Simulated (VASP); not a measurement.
# SiGe (P6_3mc) in VASP: notebook, part 2 of 2

VASP 6.6.1. The steps go on from the part before.

## 4. Single point, r2SCAN (atoms displaced along a vibrational mode)

File POSCAR:

```
SiGe
1.0
    3.9044512986      0.0000000000      0.0000000000
   -1.9522256493      3.3813540124      0.0000000000
    0.0000000000      0.0000000000      6.4507830000
Si Ge
2 2
Direct
    0.6666666667      0.3333333333      0.8699564018
    0.3333333333      0.6666666667      0.3699564018
    0.6666666667      0.3333333333      0.5021903210
    0.3333333333      0.6666666667      0.0021903210
```

File INCAR.step1:

```
SYSTEM = SiGe
PREC = Accurate
ENCUT = 550
ISMEAR = 0
SIGMA = 0.05
LREAL = .FALSE.
LASPH = .TRUE.
NELM = 120
NBANDS = 26
GGA = PE
ALGO = Normal
EDIFF = 1E-5
LWAVE = .TRUE.
LCHARG = .FALSE.
GGA_COMPAT = .FALSE.
```

File INCAR.step2:

```
SYSTEM = SiGe
PREC = Accurate
ENCUT = 550
EDIFF = 1E-6
ISMEAR = 0
SIGMA = 0.05
LREAL = .FALSE.
LASPH = .TRUE.
NELM = 120
ALGO = Normal
ISIF = 2
LWAVE = .FALSE.
LCHARG = .FALSE.
METAGGA = R2SCAN
LMIXTAU = .TRUE.
NBANDS = 26
ISTART = 1
GGA_COMPAT = .FALSE.
```

File KPOINTS:

```
Automatic mesh
0
G
  12 12 4
  0 0 0
```

Launch:

```sh
$ cat potpaw_PBE.64/Si/POTCAR potpaw_PBE.64/Ge_d/POTCAR > POTCAR
$ cp INCAR.step1 INCAR
$ mpirun -np 1 vasp_std > vasp.out
$ cp INCAR.step2 INCAR
$ mpirun -np 1 vasp_std > vasp.out
```

It took 5 min on 1 thread of Intel Xeon 8259CL, shared host; peak memory 0.29 GiB.

Results (log left out):

- Free energy: -45.1548 eV
- Pressure: 0.0 GPa
- Largest force: 0.544 eV/Å
- Band gap on the k mesh: 0.59 eV (least direct gap 0.75 eV)

Forces in eV/Å, atoms in the order of the input:
```
Si   0.000  0.000  0.544
Si   0.000  0.000  0.544
Ge   0.000  0.000 -0.544
Ge   0.000  0.000 -0.544
```

Stress tensor (GPa, compression positive):
```
-0.80  0.00  0.00
 0.00 -0.80  0.00
 0.00  0.00  1.60
```

Levels at points of the mesh, in eV from the valence-band top:
```
           k point  band 15  band 16  band 17  band 18  band 19  band 20  band 21  band 22
(0.00, 0.00, 0.00)    -1.75    -0.68     0.00     0.00     0.75     1.82     2.05     2.05
(0.50, 0.00, 0.00)    -5.14    -3.40    -3.34    -1.61     0.59     2.25     3.25     3.30
(0.00, 0.00, 0.50)    -1.08    -1.08    -1.08    -1.08     1.56     1.56     3.23     3.23
(0.50, 0.00, 0.50)    -2.92    -2.92    -2.70    -2.70     0.77     0.77     2.08     2.08
```

Caveat: the cell differs from its parent crystal (atoms displaced along a vibrational mode); semilocal functionals underestimate gaps, and a narrow one can read as zero; the PAW data sets were made with another functional, which shifts forces and pressure a little.

## 5. Single point, r2SCAN (atoms displaced along a vibrational mode)

File POSCAR:

```
SiGe
1.0
    3.9044512986      0.0000000000      0.0000000000
   -1.9522256493      3.3813540124      0.0000000000
    0.0000000000      0.0000000000      6.4507830000
Si Ge
2 2
Direct
    0.6666666667      0.3333333333      0.8908840938
    0.3333333333      0.6666666667      0.3908840938
    0.6666666667      0.3333333333      0.4940978766
    0.3333333333      0.6666666667     -0.0059021234
```

File INCAR.step1:

```
  PREC = Accurate
  ENCUT = 550
  ISMEAR = 0
  SIGMA = 0.05
  LREAL = False
  LASPH = True
  NELM = 120
  NBANDS = 26
  GGA = PE
  ALGO = Normal
  EDIFF = 1E-5
  LWAVE = True
  LCHARG = False
  GGA_COMPAT = False
```

File INCAR.step2:

```
  PREC = Accurate
  ENCUT = 550
  EDIFF = 1E-6
  ISMEAR = 0
  SIGMA = 0.05
  LREAL = False
  LASPH = True
  NELM = 120
  ALGO = Normal
  ISIF = 2
  LWAVE = False
  LCHARG = False
  METAGGA = R2SCAN
  LMIXTAU = True
  NBANDS = 26
  ISTART = 1
  GGA_COMPAT = False
```

File KPOINTS:

```
regular mesh
0
Gamma
  12 12 4
```

Potentials or basis: VASP PAW PBE potentials, release 64 (Si, Ge_d).

Launch:

```sh
$ cat potpaw_PBE.64/Si/POTCAR potpaw_PBE.64/Ge_d/POTCAR > POTCAR
$ cp INCAR.step1 INCAR
$ mpirun -np 1 vasp_std > vasp.out
$ cp INCAR.step2 INCAR
$ mpirun -np 1 vasp_std > vasp.out
```

OUTCAR:

```text
PREC = Accurate
   ENCUT = 550
   EDIFF = 1E-6
   ISMEAR = 0
   LREAL = False
   LASPH = True
   NELM = 120
   ISIF = 2
   METAGGA = R2SCAN
   ISTART = 1

 ion  position               nearest neighbor table
   1  0.667  0.333  0.891-   4 2.35   4 2.35   4 2.35   3 2.56
   2  0.333  0.667  0.391-   3 2.35   3 2.35   3 2.35   4 2.56
   3  0.667  0.333  0.494-   2 2.35   2 2.35   2 2.35   1 2.56
   4  0.333  0.667  0.994-   1 2.35   1 2.35   1 2.35   2 2.56

  LATTYP: Found a hexagonal cell.
 ALAT       =     3.9044512986
 C/A-ratio  =     1.6521612146

  Lattice vectors:

 A1 = (   3.9044512986,   0.0000000000,   0.0000000000)
 A2 = (  -1.9522256493,   3.3813540124,   0.0000000000)
 A3 = (   0.0000000000,   0.0000000000,   6.4507830000)

Analysis of symmetry for initial positions (statically):
=====================================================================
 Subroutine PRICEL returns:
 Original cell was already a primitive cell.

 Routine SETGRP: Setting up the symmetry group for a
 hexagonal supercell.

 Subroutine GETGRP returns: Found 12 space group operations
[... 170 lines left out ...]
  energy without entropy =      -44.93782399  energy(sigma->0) =      -44.93792230

 E-fermi :   5.9096     XC(G=0): -10.3756

 val. band max:        5.8345925182   @ k =   0.0833  -0.0000   0.0000
 cond. band min:       5.9252746501   @ k =   0.0000   0.0000   0.0000
 fundamental gap:      0.0906821319
 Fermi energy:         5.9096007097

 k-point     1 :       0.0000    0.0000    0.0000
  band No.  band energies     occupation
      1     -19.7808      2.00000
      2     -19.7808      2.00000
      3     -19.7786      2.00000
      4     -19.7786      2.00000
      5     -19.7756      2.00000
      6     -19.7746      2.00000
[... 685 lines left out ...]
     25      13.0542      0.00000
     26      13.0710      0.00000

 [... further k-points ...]

------------------------ aborting loop because EDIFF is reached ----------------------------------------

  FORCE on cell =-STRESS in cart. coord.  units (eV):
  Direction    XX          YY          ZZ          XY          YZ          ZX
  --------------------------------------------------------------------------------------
  -------------------------------------------------------------------------------------
  Total        1.5713158      1.5713158     -1.9641042      0.0000000      0.0000000      0.0000000
  in kB       29.5604447     29.5604447    -36.9497938      0.0000000      0.0000000      0.0000000
  external PRESSURE =       7.3903652 kB  Pullay stress =       0.0000000 kB

 VOLUME and BASIS-vectors are now :
 -----------------------------------------------------------------------------
  energy-cutoff  :      550.00
  volume of cell :       85.17
      direct lattice vectors                 reciprocal lattice vectors
     3.904451299  0.000000000  0.000000000     0.256117934  0.147869758  0.000000000
    -1.952225649  3.381354012  0.000000000     0.000000000  0.295739516  0.000000000
     0.000000000  0.000000000  6.450783000     0.000000000  0.000000000  0.155019941

 POSITION                                       TOTAL-FORCE (eV/Angst)
 -----------------------------------------------------------------------------------
      1.95223      1.12712      5.74690         0.000000      0.000000     -1.489296
     -0.00000      2.25424      2.52151        -0.000000      0.000000     -1.489296
      1.95223      1.12712      3.18732         0.000000      0.000000      1.489296
     -0.00000      2.25424      6.41271        -0.000000     -0.000000      1.489296
 -----------------------------------------------------------------------------------
    total drift:                               -0.000000     -0.000001      0.009859

  FREE ENERGIE OF THE ION-ELECTRON SYSTEM (eV)
  ---------------------------------------------------
  free  energy   TOTEN  =       -44.9380206094 eV

  energy  without entropy=      -44.9378239912  energy(sigma->0) =      -44.93792230
```

OSZICAR.step1:

```text
N       E                     dE             d eps       ncg     rms          rms(c)
DAV:   1     0.272407112737E+03    0.27241E+03   -0.18161E+04  3454   0.307E+03
DAV:   2     0.247842028475E+02   -0.24762E+03   -0.23835E+03  2996   0.650E+02
DAV:   3    -0.179265204639E+02   -0.42711E+02   -0.42231E+02  3622   0.158E+02
DAV:   4    -0.197108692102E+02   -0.17843E+01   -0.17805E+01  3502   0.354E+01
DAV:   5    -0.197484278453E+02   -0.37559E-01   -0.37548E-01  3622   0.582E+00    0.574E+00
DAV:   6    -0.195724328084E+02    0.17600E+00   -0.88018E-02  3486   0.204E+00    0.343E+00
DAV:   7    -0.194862650211E+02    0.86168E-01   -0.15478E-01  3676   0.246E+00    0.214E-01
DAV:   8    -0.194890131982E+02   -0.27482E-02   -0.15692E-02  3604   0.122E+00    0.110E-01
DAV:   9    -0.194896064568E+02   -0.59326E-03   -0.63420E-04  3476   0.207E-01    0.740E-02
DAV:  10    -0.194898224718E+02   -0.21602E-03   -0.20463E-04  3062   0.953E-02    0.177E-02
DAV:  11    -0.194898519161E+02   -0.29444E-04   -0.42511E-05  3062   0.593E-02    0.646E-03
DAV:  12    -0.194898552309E+02   -0.33149E-05   -0.37822E-06  2164   0.140E-02
   1 F= -.19489855E+02 E0= -.19489581E+02  d E =-.547665E-03
```

Run time: 5.7 min. Hardware: 1 thread of Intel Xeon 8259CL, shared host; peak memory 0.29 GiB.

What came out:

```yaml
Free_energy: -44.9380 eV
Pressure: 0.7 GPa
Largest_force: 1.489 eV/Å
Band_gap_on_the_k_mesh: 0.01 eV (least direct gap 0.08 eV)
```

Forces on the atoms (eV/Å):
```
Si   0.000  0.000 -1.489
Si   0.000  0.000 -1.489
Ge   0.000  0.000  1.489
Ge   0.000  0.000  1.489
```

Levels at points of the mesh, in eV from the valence-band top:
```csv
k point,band 16,band 17,band 18,band 19,band 20,band 21
"(0.00, 0.00, 0.00)",-0.87,-0.87,0.00,0.08,1.33,1.93
"(0.50, 0.00, 0.00)",-3.93,-3.09,-2.45,0.01,1.74,3.58
"(0.00, 0.00, 0.50)",-1.69,-1.69,-1.69,0.79,0.79,2.82
"(0.50, 0.00, 0.50)",-3.32,-2.79,-2.79,0.56,0.56,1.36
```

Caveat: the cell differs from its parent crystal (atoms displaced along a vibrational mode); the stress differs along the axes, from -4 to 3 GPa; the smearing spreads over this small gap; semilocal functionals underestimate gaps, and a narrow one can read as zero; the PAW data sets were made with another functional, which shifts forces and pressure a little.

## 6. Summary

| cell | gap on the mesh (eV) | pressure (GPa) | largest force (eV/Å) |
| --- | --- | --- | --- |
| as given, atomic positions A | 0.32 | 0.4 | 1.84 |
| as given, atomic positions B | 0.38 | 0.3 | 0.96 |
| as given, atomic positions C | 0.59 | 0.0 | 0.54 |
| as given, atomic positions D | 0.01 | 0.7 | 1.49 |

Alike in all rows: task single point; level r2SCAN; potentials or basis VASP PAW PBE potentials, release 64 (Si, Ge_d); no spin polarisation; k mesh 12 × 12 × 4; cutoff (eV) 550; smearing gaussian 0.05 eV.

Caveats: semilocal functionals underestimate gaps, and a narrow one can read as zero; the PAW data sets were made with another functional, which shifts forces and pressure a little; the stress differs along the axes, from -2 to 6 GPa (at least some runs); the stress differs along the axes, from -4 to 3 GPa (at least some runs); the smearing spreads over this small gap (at least some runs).

Absolute energies hang on the potentials; compare differences alone.

The gap in the log of VASP goes by the Fermi energy; the results here count the filled bands.